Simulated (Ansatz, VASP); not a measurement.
# Two plane-wave programs on Al3P2

```
Al P
1.0
     5.20770    0.00000    0.00000
     0.00000    4.35918    0.00000
     0.00000    0.00000    5.22986
Al P
3 2
Direct
  0.00000 0.00000 0.50000
  0.50000 0.00000 0.00000
  0.00000 0.00000 0.00000
  0.50000 0.50000 0.50000
  0.50000 0.00000 0.50000
```

Change from the starting cell: species swapped into the Zr3Cd2 type (Pmmm, No. 47).

Alike in both runs: functional PBE; k mesh 4 × 4 × 4; occupations gaussian, width 0.1 eV; no spin polarisation.

Ansatz relaxed the structure, and its values are those at the end. VASP's run is a single point on that final structure, the one shown.

```csv
,VASP,Ansatz
version,VASP 6.6.1,Ansatz 0.2.0
potentials or method,"VASP PAW PBE potentials, release 64 (Al, P), cutoff 520 eV","scalar-relativistic, plane waves, PAW"
valence electrons in the cell,19,19
```

|  | VASP | Ansatz | Ansatz less VASP |
| --- | --- | --- | --- |
| gap on the k mesh at the Fermi level (eV) | none | none | - |
| pressure (GPa) | 0.0 | 0.0 | +0.07 |

A gap of «none» marks a metal or a gap that the smearing closes. With one functional, cell and mesh, what is left measures potentials, basis and numerics.

The k mesh is coarse, so the values compare programs but aren't converged.
